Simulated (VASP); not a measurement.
# ZnO (P6_3mc) in VASP: a series of runs

Runs on ZnO. Level: PBEsol. Tasks: single point.

Everything below comes from runs of VASP 6.6.1. Logs are shortened: lines on timing, memory, paths and dates and some standing lists are left out, and cuts for length are marked.

## Step 1: The cell of the first run

The structure is hexagonal, space group P6_3mc (No. 186). Conventional cell: a = 3.322 Å, b = 3.322 Å, c = 4.933 Å, α = 90.00°, β = 90.00°, γ = 120.00°. Zn (site symmetry 3m) has 4 O at 1.94 to 1.99 Å within 2.6 Å. Within 2.6 Å of O (site symmetry 3m) lie 4 Zn at 1.94 to 1.99 Å.

## Step 2: Single point, PBEsol (c/a of the conventional cell at fixed volume 1.4851)

File INCAR:

```
PREC = Accurate
ENCUT = 520
EDIFF = 1E-6
ISMEAR = 0
SIGMA = 0.05
LREAL = F
LASPH = T
NELM = 100
ALGO = Normal
ISIF = 2
LWAVE = F
LCHARG = F
GGA = PS
NBANDS = 26
```

File KPOINTS:

```
Automatic mesh
0
Gamma
  9 9 6
```

File POSCAR:

```
ZnO
1.0
    3.3219642457      0.0000000000      0.0000000000
   -1.6609821228      2.8769054272      0.0000000000
    0.0000000000      0.0000000000      4.9334491013
Zn O
2 2
Direct
    0.3333333333      0.6666666667      0.0015754469
    0.6666666667      0.3333333333      0.5015754469
    0.3333333333      0.6666666667      0.3956145713
    0.6666666667      0.3333333333      0.8956145713
```

Potentials or basis: VASP PAW PBE potentials, release 64 (Zn, O).

Run with:

```sh
$ cat potpaw_PBE.64/Zn/POTCAR potpaw_PBE.64/O/POTCAR > POTCAR
$ mpirun -np 1 vasp_std > vasp.out
```

OUTCAR:

```text
PREC = Accurate
   ENCUT = 520
   EDIFF = 1E-6
   ISMEAR = 0
   LREAL = F
   LASPH = T
   NELM = 100
   ISIF = 2
   GGA = PS

 ion  position               nearest neighbor table
   1  0.333  0.667  0.002-   3 1.94   4 1.99   4 1.99   4 1.99
   2  0.667  0.333  0.502-   4 1.94   3 1.99   3 1.99   3 1.99
   3  0.333  0.667  0.396-   1 1.94   2 1.99   2 1.99   2 1.99
   4  0.667  0.333  0.896-   2 1.94   1 1.99   1 1.99   1 1.99

  LATTYP: Found a hexagonal cell.
 ALAT       =     3.3219642457
 C/A-ratio  =     1.4851000000

  Lattice vectors:

 A1 = (   3.3219642457,   0.0000000000,   0.0000000000)
 A2 = (  -1.6609821228,   2.8769054272,   0.0000000000)
 A3 = (   0.0000000000,   0.0000000000,   4.9334491013)

Analysis of symmetry for initial positions (statically):
=====================================================================
 Subroutine PRICEL returns:
 Original cell was already a primitive cell.

 Routine SETGRP: Setting up the symmetry group for a
 hexagonal supercell.

 Subroutine GETGRP returns: Found 12 space group operations
 (whereof  6 operations were pure point group operations)
 out of a pool of 24 trial point group operations.

The static configuration has the point symmetry C_3v.
 The point group associated with its full space group is C_6v.

Analysis of symmetry for dynamics (positions and initial velocities):
=====================================================================
 Subroutine PRICEL returns:
 Original cell was already a primitive cell.

 Routine SETGRP: Setting up the symmetry group for a
 hexagonal supercell.

 Subroutine GETGRP returns: Found 12 space group operations
 (whereof  6 operations were pure point group operations)
 out of a pool of 24 trial point group operations.

The dynamic configuration has the point symmetry C_3v.
 The point group associated with its full space group is C_6v.

 Subroutine INISYM returns: Found 12 space group operations
 (whereof  6 operations are pure point group operations),
 and found     1 'primitive' translations

----------------------------------------------------------------------------------------

                                     Primitive cell

  volume of cell :      47.1489

  direct lattice vectors                    reciprocal lattice vectors
     3.321964246  0.000000000  0.000000000     0.301026720  0.173797858  0.000000000
    -1.660982123  2.876905427  0.000000000     0.000000000  0.347595715  0.000000000
[... 83 lines left out ...]
   ISPIN  =      1    spin polarized calculation?
   LNONCOLLINEAR =      F non collinear calculations
   LSORBIT =      F    spin-orbit coupling
   LASPH  =      T    aspherical Exc in radial PAW
   ENCUT  =  520.0 eV  38.22 Ry    6.18 a.u.   6.18  6.18  9.17*2*pi/ulx,y,z
   NELM   =    100;   NELMIN=  2; NELMDL= -5     # of ELM steps
   EDIFF  = 0.1E-05   stopping-criterion for ELM
   LREAL  =      F    real-space projection
   EDIFFG = 0.1E-04   stopping-criterion for IOM
   NSW    =      0    number of steps for IOM
   IBRION =     -1    ionic relax: 0-MD 1-quasi-New 2-CG
   NFREE  =      0    steps in history (QN), initial steepest desc. (CG)
   ISIF   =      2    stress and relaxation
   ISYM   =      2    0-nonsym 1-usesym 2-fastsym
   POTIM  = 0.5000    time-step for ionic-motion
   TEBEG  =    0.0;   TEEND  =   0.0 temperature during run
   PSTRESS=    0.0 pullay stress
   NELECT =      36.0000    total number of electrons
   NUPDOWN=      -1.0000    fix difference up-down
   EMIN   =  10.00;   EMAX   =-10.00  energy-range for DOS
   EFERMI =   0.00;   METHOD = LEGACY
   ISMEAR =     0;   SIGMA  =   0.05  broadening in eV -4-tet -1-fermi 0-gaus
   EFERMI_NEDOS =   21; number of points for ismear=-14 and -15
   IALGO  =     38    algorithm
   IMIX   =      4    mixing-type and parameters
     AMIX     =   0.40;   BMIX     =  1.00
     AMIX_MAG =   1.60;   BMIX_MAG =  1.00
  volume/ion in A,a.u.               =      11.79        79.54
  Fermi-wavevector in a.u.,A,eV,Ry     =   1.496300  2.827597 30.462260  2.238913
  Thomas-Fermi vector in A             =   2.608334
   LORBIT       =      0    0 simple, 1 ext, 2 COOP (PROOUT), +10 PAW based schemes
   GGA     = PS    functional components
   LHFCALC =     F    Hartree Fock is set to
   AEXX    =    0.0000 exact exchange contribution
   IVDW    =     0    specifies the selected vdW correction
   LEPSILON=     F    determine dielectric tensor
   LRPA    =     F    only Hartree local field effects (RPA)
 non-spin polarized calculation
 Gauss-broadening in eV      SIGMA  =   0.05
  energy-cutoff  :      520.00
  volume of cell :       47.15
 maximum number of plane-waves:      1284
 NGX is ok and might be reduce to    28
   NGX = 13   NGY = 13   NGZ = 19

 number of electron      36.0000007 magnetization

 Free energy of the ion-electron system (eV)
  ---------------------------------------------------
  ext. energy  EPLUGINS =         0.00000000
  ---------------------------------------------------
  free energy    TOTEN  =       -19.33541292 eV

  energy without entropy =      -19.33541292  energy(sigma->0) =      -19.33541292

 E-fermi :   1.3081     XC(G=0): -11.2348

 val. band max:        1.0709276077   @ k =   0.0000   0.0000   0.0000
 cond. band min:       1.8349137097   @ k =   0.0000   0.0000   0.0000
 fundamental gap:      0.7639861020
 Fermi energy:         1.3081151584

 k-point     1 :       0.0000    0.0000    0.0000
  band No.  band energies     occupation
      1     -16.9676      2.00000
      2     -16.0807      2.00000
      3      -4.6196      2.00000
      4      -4.6196      2.00000
      5      -4.4570      2.00000
      6      -4.4570      2.00000
[... 685 lines left out ...]
     25      14.3871      0.00000
     26      15.2713      0.00000

 [... further k-points ...]
[... 5 lines left out ...]
  --------------------------------------------------------------------------------------
  -------------------------------------------------------------------------------------
  Total       -0.9712483     -0.9712483      2.4315483     -0.0000000     -0.0000000      0.0000000
  in kB      -33.0042341    -33.0042341     82.6270568     -0.0000000     -0.0000000      0.0000000
  external PRESSURE =       5.5395296 kB  Pullay stress =       0.0000000 kB

 VOLUME and BASIS-vectors are now :
 -----------------------------------------------------------------------------
  energy-cutoff  :      520.00
  volume of cell :       47.15
      direct lattice vectors                 reciprocal lattice vectors
     3.321964246  0.000000000  0.000000000     0.301026720  0.173797858  0.000000000
    -1.660982123  2.876905427  0.000000000     0.000000000  0.347595715  0.000000000
     0.000000000  0.000000000  4.933449101     0.000000000  0.000000000  0.202697946

 POSITION                                       TOTAL-FORCE (eV/Angst)
 -----------------------------------------------------------------------------------
     -0.00000      1.91794      0.00777        -0.000000      0.000000     -0.303899
      1.66098      0.95897      2.47450         0.000000      0.000000     -0.303899
     -0.00000      1.91794      1.95174        -0.000000     -0.000000      0.303899
      1.66098      0.95897      4.41847        -0.000000      0.000000      0.303899
 -----------------------------------------------------------------------------------
    total drift:                               -0.000000     -0.000000     -0.001545

  FREE ENERGIE OF THE ION-ELECTRON SYSTEM (eV)
  ---------------------------------------------------
  free  energy   TOTEN  =       -19.3354129203 eV

  energy  without entropy=      -19.3354129203  energy(sigma->0) =      -19.33541292
```

It took 33 s on 1 thread of Intel Xeon Platinum 8488C (Sapphire Rapids), shared host; peak memory 0.2 GiB.

What came out:

- Free energy: -19.3354 eV
- Pressure: 0.6 GPa
- Largest force: 0.304 eV/Å
- Band gap on the k mesh: 0.76 eV, direct

Forces in eV/Å, atoms in the order of the input:
```
Zn   0.000  0.000 -0.304
Zn   0.000  0.000 -0.304
O    0.000  0.000  0.304
O    0.000  0.000  0.304
```

Stress tensor (GPa, compression positive):
```
-3.30  0.00  0.00
 0.00 -3.30  0.00
 0.00  0.00  8.26
```

Caveat: the PAW data sets were made with another functional, which shifts forces and pressure a little.

## Step 3: Single point, PBEsol (c/a of the conventional cell at fixed volume 1.5712)

File INCAR:

```
SYSTEM = ZnO
PREC     = Accurate       ! precision mode
ENCUT    = 520            ! plane-wave cutoff, eV
EDIFF    = 1E-7           ! SCF threshold, eV
ISMEAR   = 0              ! smearing method
SIGMA    = 0.05           ! smearing width, eV
LREAL    = .False.        ! projectors in reciprocal space
LASPH    = .True.         ! aspherical terms in the spheres
NELM     = 60             ! most SCF steps
ALGO     = Normal         ! electronic algorithm
ISIF     = 2              ! what is computed and relaxed
LWAVE    = .False.        ! write WAVECAR
LCHARG   = .False.        ! write CHGCAR
GGA      = PS             ! functional
NBANDS   = 26             ! bands
```

File KPOINTS:

```
Automatic mesh
0
Gamma
  9 9 6
  0 0 0
```

File POSCAR:

```
ZnO
1.0
    3.2601408460      0.0000000000      0.0000000000
   -1.6300704230      2.8233647925      0.0000000000
    0.0000000000      0.0000000000      5.1223332972
Zn O
2 2
Direct
    0.3333333333      0.6666666667      0.0015754469
    0.6666666667      0.3333333333      0.5015754469
    0.3333333333      0.6666666667      0.3956145713
    0.6666666667      0.3333333333      0.8956145713
```

Potentials or basis: VASP PAW PBE potentials, release 64 (Zn, O).

Run with:

```sh
$ cat potpaw_PBE.64/Zn/POTCAR potpaw_PBE.64/O/POTCAR > POTCAR
$ mpirun -np 1 vasp_std > vasp.out
```

Wall time 26 s (1 thread of Intel Xeon Platinum 8488C (Sapphire Rapids), shared host); peak memory 0.18 GiB.

Results (log left out):

```yaml
Free_energy: -19.3942 eV
Pressure: 0.8 GPa
Largest_force: 0.221 eV/Å
Band_gap_on_the_k_mesh: 0.72 eV, direct
```

Forces in eV/Å, atoms in the order of the input:
```
Zn   0.000  0.000  0.221
Zn   0.000  0.000  0.221
O    0.000  0.000 -0.221
O    0.000  0.000 -0.221
```

Stress tensor (GPa, compression positive):
```
1.01 0.00 0.00
0.00 1.01 0.00
0.00 0.00 0.28
```

Levels at points of the mesh, in eV from the valence-band top:
```csv
k point,band 16,band 17,band 18,band 19,band 20,band 21
"(0.00, 0.00, 0.00)",-0.17,0.00,0.00,0.72,5.01,8.29
"(0.00, 0.00, 0.50)",-0.37,-0.37,-0.37,3.42,3.42,10.04
```

Caveat: the PAW data sets were made with another functional, which shifts forces and pressure a little.

## Step 4: Single point, PBEsol (c/a of the conventional cell at fixed volume 1.4851)

File INCAR:

```
SYSTEM = ZnO
PREC = Accurate
ENCUT = 520
EDIFF = 1E-7
ISMEAR = 0
SIGMA = 0.05
LREAL = .FALSE.
LASPH = .TRUE.
NELM = 100
ALGO = Normal
ISIF = 2
LWAVE = .FALSE.
LCHARG = .FALSE.
GGA = PS
NBANDS = 26
```

File KPOINTS:

```
regular mesh
0
G
  9 9 6
  0 0 0
```

File POSCAR:

```
ZnO
1.0
    3.3219642457      0.0000000000      0.0000000000
   -1.6609821228      2.8769054272      0.0000000000
    0.0000000000      0.0000000000      4.9334491013
Zn O
2 2
Direct
    0.3333333333      0.6666666667      0.0015754469
    0.6666666667      0.3333333333      0.5015754469
    0.3333333333      0.6666666667      0.3654345349
    0.6666666667      0.3333333333      0.8654345349
```

Run with:

```sh
$ cat potpaw_PBE.64/Zn/POTCAR potpaw_PBE.64/O/POTCAR > POTCAR
$ mpirun -np 1 vasp_std > vasp.out
```

It took 38 s on 1 thread of Intel Xeon Platinum 8488C (Sapphire Rapids), shared host; peak memory 0.2 GiB.

Results (log left out):

```
Free energy            : -19.0047 eV
Pressure               : 5.6 GPa
Largest force          : 2.191 eV/Å
Band gap on the k mesh : 0.68 eV, direct
```

Forces on the atoms (eV/Å):
```
Zn   0.000  0.000 -2.191
Zn   0.000  0.000 -2.191
O    0.000  0.000  2.191
O    0.000  0.000  2.191
```

Stress tensor (GPa, compression positive):
```
-6.26  0.00  0.00
 0.00 -6.26  0.00
 0.00  0.00 29.31
```

Levels at points of the mesh, in eV from the valence-band top:
| k point | band 14 | band 15 | band 16 | band 17 | band 18 | band 19 | band 20 | band 21 | band 22 | band 23 |
| --- | --- | --- | --- | --- | --- | --- | --- | --- | --- | --- |
| (0.00, 0.00, 0.00) | -1.33 | -1.33 | -0.14 | -0.14 | 0.00 | 0.68 | 4.89 | 8.92 | 12.07 | 12.07 |
| (0.00, 0.00, 0.50) | -2.12 | -0.72 | -0.72 | -0.72 | -0.72 | 3.39 | 3.39 | 10.77 | 10.77 | 12.35 |

Caveat: the PAW data sets were made with another functional, which shifts forces and pressure a little.
